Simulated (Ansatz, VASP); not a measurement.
# CuO in VASP and in Ansatz

Contents of INCAR:

```
ALGO = Normal ; EDIFF = 1E-7
ENCUT = 520 ; GGA = PE
ISIF = 2 ; ISMEAR = -1
LASPH = T ; LCHARG = F
LREAL = F ; LWAVE = F
NBANDS = 25 ; NELM = 100
PREC = Accurate ; SIGMA = 0.05
```

The input KPOINTS:

```
k-points
0
Gamma
  10 10 6
```

POSCAR

```
CuO
1.0
    0.0000000000     -2.1165600000     -2.1165600000
   -2.1165600000      0.0000000000     -2.1165600000
    2.1165600000      2.1165600000     -4.2331200000
Cu O
2 2
Direct
    0.5053520000      0.4767290000      0.4906780000
    0.0255380000      0.9673820000      0.9850540000
    0.7468690000      0.7720510000      0.7607630000
    0.2676860000      0.2706830000      0.2606420000
```

The input input.yaml:

```yaml
crystal:
  lattice:
    - [0.0, -2.11656, -2.11656]
    - [-2.11656, 0.0, -2.11656]
    - [2.11656, 2.11656, -4.23312]
  atoms:
    - { symbol: Cu, position: [0.505352, 0.476729, 0.490678] }
    - { symbol: Cu, position: [0.025538, 0.967382, 0.985054] }
    - { symbol: O, position: [0.746869, 0.772051, 0.760763] }
    - { symbol: O, position: [0.267686, 0.270683, 0.260642] }
kpoints:
  mp_grid: { grid: [10, 10, 6] }
scf:
  occupations: { method: fermi_dirac, width: 0.05 }
hamiltonian:
  xc: pbe
  pseudopotentials: { kind: all_electron, lapw: { basis_error: 0.001 } }
output:
  forces: true
  stress: true
  eigenvalues: true
  populations: true
```

Change from the starting cell: atoms moved at random, drawn with an rms of 0.05 Å.

Alike in both runs: task single point; functional PBE; k mesh 10 × 10 × 6; occupations fermi-dirac, width 0.05 eV; no spin polarisation.

|  | VASP | Ansatz |
| --- | --- | --- |
| version | VASP 6.6.1 | Ansatz 0.2.0 |
| potentials or method | VASP PAW PBE potentials, release 64 (Cu, O), cutoff 520 eV | all-electron LAPW, scalar-relativistic |

VASP gave:

```
gap on the k mesh at the Fermi level (eV)                     : none
pressure (GPa)                                                : 6.3
traceless stress, the component that is largest in VASP (GPa) : 5.11
rms of the force components (eV/Å)                            : 0.742
```

Question: Estimate Ansatz's values.

Answer: gap on the k mesh at the Fermi level (eV): none; pressure (GPa): 5.9; traceless stress, the component that is largest in VASP (GPa): 4.86; rms of the force components (eV/Å): 0.713.

Atom by atom the forces differ by 0.030 eV/Å (rms over components). A gap of «none» marks a metal or a gap that the smearing closes. Ansatz ran all-electron here, and VASP with PAW potentials.
